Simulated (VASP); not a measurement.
# GaP: vibrations by perturbation theory with PBE

GaP:

```
Ga P
1.0
     0.00000    2.75299    2.75299
     2.75299    0.00000    2.75299
     2.75299    2.75299    0.00000
Ga P
1 1
Direct
  0.00000 0.00000 0.00000
  0.25000 0.25000 0.25000
```

| Quantity | Value |
| --- | --- |
| Program | VASP 6.6.1 |
| Task | vibrations by perturbation theory |
| Functional | PBE |
| Potentials or basis | VASP PAW PBE potentials, release 64 (Ga_d, P) |
| Cutoff | 500 eV |
| k mesh | 8 × 8 × 8 |
| Occupations | gaussian, width 0.01 eV |
| Spin | no spin polarisation |
| Dipole correction | no |
| Further INCAR settings | ALGO = Normal; EDIFF = 1e-08; NBANDS = 16; IBRION = 8; NSW = 1 |

```
Electronic dielectric tensor (diagonal)                 : 11.61
Born charges (mean of the diagonal)                     : Ga +2.27; P -2.27 e
Highest phonon frequency at Γ, LO-TO splitting left out : 344 cm⁻¹
```

Phonon frequencies in cm⁻¹ (negative: imaginary):
| q point | frequencies |
| --- | --- |
| (0.000, 0.000, 0.000) | 0 0 0 344 344 344 |

Electronic dielectric tensor:
```
11.61  0.00  0.00
 0.00 11.61  0.00
 0.00  0.00 11.61
```

Born effective charge tensors (e):
atom 1, Ga
```
2.27 0.00 0.00
0.00 2.27 0.00
0.00 0.00 2.27
```
atom 2, P
```
-2.27  0.00  0.00
 0.00 -2.27  0.00
 0.00  0.00 -2.27
```

Wall time 4 min on 1 thread of Intel(R) Xeon(R) 6975P-C (Granite Rapids) (shared host), peak memory 0.27 GiB.
